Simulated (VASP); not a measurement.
# Cu16O (a cell with a defect) in VASP: single point with PBE

Aim: the single point of Cu16O (a cell with a defect) with PBE.

Program: VASP 6.6.1. These are calculated values, not measurements. Logs are shortened: lines on timing, memory, paths and dates and some standing lists are left out, and cuts for length are marked.

**1. The cell of the first run**

The cell holds a defect, 17 atoms: a = 6.288 Å, b = 6.288 Å, c = 6.288 Å, α = 109.47°, β = 109.47°, γ = 109.47°.

**2. Single point, PBE**

Contents of INCAR:

```
ALGO = Normal
EDIFF = 1E-7
ENCUT = 520
GGA = PE
ISIF = 2
ISMEAR = 1
LASPH = True
LCHARG = False
LREAL = Auto
LWAVE = False
NBANDS = 105
NELM = 80
PREC = Accurate
SIGMA = 0.1
```

Contents of KPOINTS:

```
k-points
0
Gamma
  4 4 4
```

Contents of POSCAR:

```
Cu16O
1.0
   -3.6303500600      3.6303500600      3.6303500600
    3.6303500600     -3.6303500600      3.6303500600
    3.6303500600      3.6303500600     -3.6303500600
Cu O
16 1
Direct
   -0.0056860908     -0.0089003814     -0.0079584612
    0.0123770433      0.2469047021      0.7519964893
   -0.0060974836      0.4957571502      0.4967554010
    0.0124149185      0.7506594281      0.2473673296
    0.2495427397      0.0095249768      0.7518874089
    0.2422346290      0.2387521825      0.4911467133
    0.2426662678      0.4901067309      0.2403400459
    0.2491077954      0.7506086066      0.0103338519
    0.4992482736     -0.0091813460      0.4970117124
    0.4932284684      0.2382701353      0.2394394440
    0.4991794097      0.4959604364     -0.0080444033
    0.4607711302      0.7671043987      0.7687137477
    0.7541599170      0.0092053106      0.2475736458
    0.7542389728      0.2466760740      0.0099794784
    0.7694238720      0.4580729055      0.7669852642
    0.7708175393      0.7667768821      0.4591174329
    0.6163565395      0.6145301316      0.6145750308
```

Potentials or basis: VASP PAW PBE potentials, release 64 (Cu, O).

Run with:

```console
$ cat potpaw_PBE.64/Cu/POTCAR potpaw_PBE.64/O/POTCAR > POTCAR
$ mpirun -np 1 vasp_std > vasp.out
```

OUTCAR:

```text
EDIFF = 1E-7
   ENCUT = 520
   GGA = PE
   ISIF = 2
   ISMEAR = 1
   LASPH = True
   LREAL = Auto
   NELM = 80
   PREC = Accurate

 ion  position               nearest neighbor table
   1  0.994  0.991  0.992-  17 2.37   8 2.54   5 2.55  14 2.55  13 2.55   4 2.55   2 2.55  10 2.56
                             7 2.56   6 2.56  15 2.75  16 2.75  12 2.76
   2  0.012  0.247  0.752-  15 2.34   5 2.44  16 2.49  11 2.50   7 2.51   6 2.52   1 2.55   8 2.59
                             3 2.59  13 2.59   9 2.63  14 2.65
   3  0.994  0.496  0.497-  12 2.41  13 2.50  14 2.50  16 2.56  15 2.57  10 2.57   2 2.59   4 2.59
                             7 2.59   6 2.59   8 2.64   5 2.64
   4  0.012  0.751  0.247-  16 2.33   8 2.43  15 2.49   9 2.50   6 2.51   7 2.52   1 2.55  14 2.59
                             3 2.59   5 2.59  11 2.64  13 2.65
   5  0.250  0.010  0.752-  12 2.34   2 2.44  16 2.48  11 2.50  10 2.50   6 2.52   1 2.55   9 2.59
                             4 2.59  14 2.59   3 2.64   8 2.66
   6  0.242  0.239  0.491-  17 2.36  13 2.51   4 2.51   5 2.52   2 2.52   1 2.56  11 2.57   7 2.58
                            10 2.58   9 2.59   3 2.59  15 2.72  12 2.73
   7  0.243  0.490  0.240-  17 2.35   2 2.51  14 2.51   8 2.52   4 2.52   1 2.56   9 2.57   6 2.58
                            10 2.58  11 2.59   3 2.59  16 2.73  12 2.73
   8  0.249  0.751  0.010-  12 2.33   4 2.43  15 2.48   9 2.50  10 2.51   7 2.52   1 2.54   2 2.59
                            11 2.59  13 2.60   3 2.64   5 2.66
   9  0.499  0.991  0.497-  15 2.41   8 2.50   4 2.50  12 2.57  16 2.57   7 2.57  13 2.59   6 2.59
                             5 2.59  10 2.59  14 2.63   2 2.63
  10  0.493  0.238  0.239-  17 2.37   5 2.50   8 2.51  13 2.52  14 2.52   1 2.56   3 2.57   7 2.58
                             6 2.58   9 2.59  11 2.59  15 2.73  16 2.73
  11  0.499  0.496  0.992-  16 2.41   5 2.50   2 2.50  12 2.57  15 2.57   6 2.57  14 2.59   7 2.59
                             8 2.59  10 2.59   4 2.64  13 2.64
  12  0.461  0.767  0.769-  17 1.86   8 2.33   5 2.34   3 2.41  13 2.48  14 2.48  11 2.57   9 2.57
                             6 2.73   7 2.73   1 2.76
  13  0.754  0.009  0.248-  16 2.34  14 2.44  12 2.48   3 2.50   6 2.51  10 2.52   1 2.55   9 2.59
                             2 2.59   8 2.60  11 2.64   4 2.65
  14  0.754  0.247  0.010-  15 2.34  13 2.44  12 2.48   3 2.50   7 2.51  10 2.52   1 2.55   4 2.59
                            11 2.59   5 2.59   9 2.63   2 2.65
  15  0.769  0.458  0.767-  17 1.86   2 2.34  14 2.34   9 2.41   8 2.48   4 2.49   3 2.57  11 2.57
                             6 2.72  10 2.73   1 2.75
  16  0.771  0.767  0.459-  17 1.86   4 2.33  13 2.34  11 2.41   5 2.48   2 2.49   3 2.56   9 2.57
                             7 2.73  10 2.73   1 2.75
  17  0.616  0.615  0.615-  16 1.86  12 1.86  15 1.86   7 2.35   6 2.36  10 2.37   1 2.37

  LATTYP: Found a body centered cubic cell.
 ALAT       =     7.2607001200

  Lattice vectors:

 A1 = (  -3.6303500600,   3.6303500600,   3.6303500600)
 A2 = (   3.6303500600,  -3.6303500600,   3.6303500600)
 A3 = (   3.6303500600,   3.6303500600,  -3.6303500600)

Analysis of symmetry for initial positions (statically):
=====================================================================
 Subroutine PRICEL returns:
 Original cell was already a primitive cell.

 Routine SETGRP: Setting up the symmetry group for a
 body centered cubic supercell.

 Subroutine GETGRP returns: Found  1 space group operations
 (whereof  1 operations were pure point group operations)
 out of a pool of 48 trial point group operations.

The static configuration has the point symmetry C_1 .

Analysis of symmetry for dynamics (positions and initial velocities):
=====================================================================
 Subroutine PRICEL returns:
 Original cell was already a primitive cell.

 Routine SETGRP: Setting up the symmetry group for a
 body centered cubic supercell.

 Subroutine GETGRP returns: Found  1 space group operations
 (whereof  1 operations were pure point group operations)
 out of a pool of 48 trial point group operations.

The dynamic configuration has the point symmetry C_1 .

 Subroutine INISYM returns: Found  1 space group operations
 (whereof  1 operations are pure point group operations),
 and found     1 'primitive' translations

----------------------------------------------------------------------------------------

                                     Primitive cell

  volume of cell :     191.3839

  direct lattice vectors                    reciprocal lattice vectors
    -3.630350060  3.630350060  3.630350060     0.000000000  0.137727765  0.137727765
     3.630350060 -3.630350060  3.630350060     0.137727765  0.000000000  0.137727765
     3.630350060  3.630350060 -3.630350060     0.137727765  0.137727765  0.000000000

  length of vectors
[... 58 lines left out ...]

  Shift w.r.t. Gamma in fractional coordinates (k-lattice)
     0.000000000  0.000000000  0.000000000

 Subroutine IBZKPT returns following result:
 ===========================================

 Found     36 irreducible k-points:

 Following reciprocal coordinates:
            Coordinates               Weight
  0.000000  0.000000  0.000000      1.000000
  0.250000  0.000000  0.000000      2.000000
  0.000000  0.250000  0.000000      2.000000
  0.000000  0.000000  0.250000      2.000000
  0.250000  0.000000 -0.250000      2.000000
  0.250000 -0.250000  0.000000      2.000000
[... 16 lines left out ...]
  0.000000  0.500000 -0.250000      2.000000
 -0.250000  0.500000 -0.250000      2.000000
 [... further k-points ...]
   k-points           NKPTS =     36   k-points in BZ     NKDIM =     36   number of bands    NBANDS=    105
   number of dos      NEDOS =    301   number of ions     NIONS =     17
   total plane-waves  NPLWV = 110592
   dimension x,y,z NGX =    48 NGY =   48 NGZ =   48
   dimension x,y,z NGXF=    96 NGYF=   96 NGZF=   96
   ions per type =              16   1
   NGX,Y,Z   is equivalent  to a cutoff of  12.69, 12.69, 12.69 a.u.
   NGXF,Y,Z  is equivalent  to a cutoff of  25.38, 25.38, 25.38 a.u.
 SYSTEM =  unknown system
   PREC   = accura    normal or accurate (medium, high low for compatibility)
   ISTART =      0    job   : 0-new  1-cont  2-samecut
   ICHARG =      2    charge: 1-file 2-atom 10-const
   ISPIN  =      1    spin polarized calculation?
   LNONCOLLINEAR =      F non collinear calculations
   LSORBIT =      F    spin-orbit coupling
   LASPH  =      T    aspherical Exc in radial PAW
   ENCUT  =  520.0 eV  38.22 Ry    6.18 a.u.  11.69 11.69 11.69*2*pi/ulx,y,z
   NELM   =     80;   NELMIN=  2; NELMDL= -5     # of ELM steps
   EDIFF  = 0.1E-06   stopping-criterion for ELM
   LREAL  =      T    real-space projection
   EDIFFG = 0.1E-05   stopping-criterion for IOM
   NSW    =      0    number of steps for IOM
   IBRION =     -1    ionic relax: 0-MD 1-quasi-New 2-CG
   NFREE  =      0    steps in history (QN), initial steepest desc. (CG)
   ISIF   =      2    stress and relaxation
   ISYM   =      2    0-nonsym 1-usesym 2-fastsym
   POTIM  = 0.5000    time-step for ionic-motion
   TEBEG  =    0.0;   TEEND  =   0.0 temperature during run
   PSTRESS=    0.0 pullay stress
   NELECT =     182.0000    total number of electrons
   NUPDOWN=      -1.0000    fix difference up-down
   EMIN   =  10.00;   EMAX   =-10.00  energy-range for DOS
   EFERMI =   0.00;   METHOD = LEGACY
   ISMEAR =     1;   SIGMA  =   0.10  broadening in eV -4-tet -1-fermi 0-gaus
   EFERMI_NEDOS =   21; number of points for ismear=-14 and -15
   IALGO  =     38    algorithm
   IMIX   =      4    mixing-type and parameters
     AMIX     =   0.40;   BMIX     =  1.00
     AMIX_MAG =   1.60;   BMIX_MAG =  1.00
  volume/ion in A,a.u.               =      11.26        75.97
  Fermi-wavevector in a.u.,A,eV,Ry     =   1.609892  3.042255 35.262938  2.591753
  Thomas-Fermi vector in A             =   2.705530
   LORBIT       =      0    0 simple, 1 ext, 2 COOP (PROOUT), +10 PAW based schemes
   GGA     = PE    functional components
   LHFCALC =     F    Hartree Fock is set to
   AEXX    =    0.0000 exact exchange contribution
   IVDW    =     0    specifies the selected vdW correction
   LEPSILON=     F    determine dielectric tensor
   LRPA    =     F    only Hartree local field effects (RPA)
 non-spin polarized calculation
 Methfessel and Paxton  Order N= 1 SIGMA  =   0.10
  energy-cutoff  :      520.00
  volume of cell :      191.38
 maximum number of plane-waves:      5233
 NGX is ok and might be reduce to    48
   NGX = 23   NGY = 23   NGZ = 23

 number of electron     181.9999982 magnetization

 Free energy of the ion-electron system (eV)
  ---------------------------------------------------
  ext. energy  EPLUGINS =         0.00000000
  ---------------------------------------------------
  free energy    TOTEN  =       -63.66064800 eV

  energy without entropy =      -63.65750584  energy(sigma->0) =      -63.65960061

 E-fermi :   7.8324     XC(G=0): -12.8260

 val. band max:        7.7848542645   @ k =   0.5000  -0.2500   0.0000
 cond. band min:       7.8363375691   @ k =   0.2500   0.0000  -0.2500
 fundamental gap:      0.0514833045
 Fermi energy:         7.8324056699

 k-point     1 :       0.0000    0.0000    0.0000
  band No.  band energies     occupation
      1     -11.8345      2.00000
      2      -1.2605      2.00000
      3       0.7792      2.00000
      4       0.7857      2.00000
      5       1.0609      2.00000
      6       2.8316      2.00000
[... 2533 lines left out ...]
    102      12.6576      0.00000
    103      13.8985      0.00000

 [... further k-points ...]

 [bands above 103 left out]

------------------------ aborting loop because EDIFF is reached ----------------------------------------

  FORCE on cell =-STRESS in cart. coord.  units (eV):
  Direction    XX          YY          ZZ          XY          YZ          ZX
  --------------------------------------------------------------------------------------
  -------------------------------------------------------------------------------------
  Total       12.9650398     12.8915166     12.9597188     -2.6425736     -2.6107255     -2.7023117
  in kB      108.5372800    107.9217779    108.4927350    -22.1223964    -21.8557793    -22.6224960
  external PRESSURE =     108.3172643 kB  Pullay stress =       0.0000000 kB

 VOLUME and BASIS-vectors are now :
 -----------------------------------------------------------------------------
  energy-cutoff  :      520.00
  volume of cell :      191.38
      direct lattice vectors                 reciprocal lattice vectors
    -3.630350060  3.630350060  3.630350060     0.000000000  0.137727765  0.137727765
     3.630350060 -3.630350060  3.630350060     0.137727765  0.000000000  0.137727765
     3.630350060  3.630350060 -3.630350060     0.137727765  0.137727765  0.000000000

 POSITION                                       TOTAL-FORCE (eV/Angst)
 -----------------------------------------------------------------------------------
      3.58979      3.61313      3.60629        -0.025019     -0.035554     -0.033996
      3.58143      1.87859     -1.78873         0.007087      0.008359      0.004354
     -0.00505      3.61184      3.60459         0.015476      0.009429      0.010128
      3.57812     -1.78206      1.87220         0.001974      0.006883      0.011178
      1.85827      3.60096     -1.78911         0.000120      0.014652      0.012597
      1.77039      1.79568     -0.03688         0.006249      0.001995      0.002823
[... 9 lines left out ...]
      1.65209      1.68143      3.91525         0.031543      0.011365      0.067032
      2.22449      2.23775      2.23743        -0.177337     -0.189046     -0.193981
 -----------------------------------------------------------------------------------
    total drift:                               -0.000416      0.001273      0.000695

  FREE ENERGIE OF THE ION-ELECTRON SYSTEM (eV)
  ---------------------------------------------------
  free  energy   TOTEN  =       -63.6606480023 eV

  energy  without entropy=      -63.6575058372  energy(sigma->0) =      -63.65960061
```

Wall time 39 min (1 thread of Intel Xeon Platinum 8488C (Sapphire Rapids), shared host); peak memory 0.59 GiB.

What came out:

```
Free energy            : -63.6606 eV
Pressure               : 10.8 GPa
Largest force          : 0.324 eV/Å
Band gap on the k mesh : zero (bands 91 and 92 overlap by 1.15 eV)
```

Forces in eV/Å, atoms in the order of the input:
```
Cu  -0.025 -0.036 -0.034
Cu   0.007  0.008  0.004
Cu   0.015  0.009  0.010
Cu   0.002  0.007  0.011
Cu   0.000  0.015  0.013
Cu   0.006  0.002  0.003
Cu   0.007  0.000  0.004
Cu   0.003  0.014  0.011
Cu   0.007  0.023  0.006
Cu   0.011  0.007  0.009
Cu   0.010  0.009  0.020
Cu   0.057  0.024  0.035
Cu   0.010  0.011  0.008
Cu   0.010  0.007  0.012
Cu   0.025  0.077  0.015
Cu   0.032  0.011  0.067
O   -0.177 -0.189 -0.194
```

With open d or f shells a metallic result of PBE can be an artefact of self-interaction; +U or a hybrid may open a gap.

The gap in the log of VASP goes by the Fermi energy; the results here count the filled bands.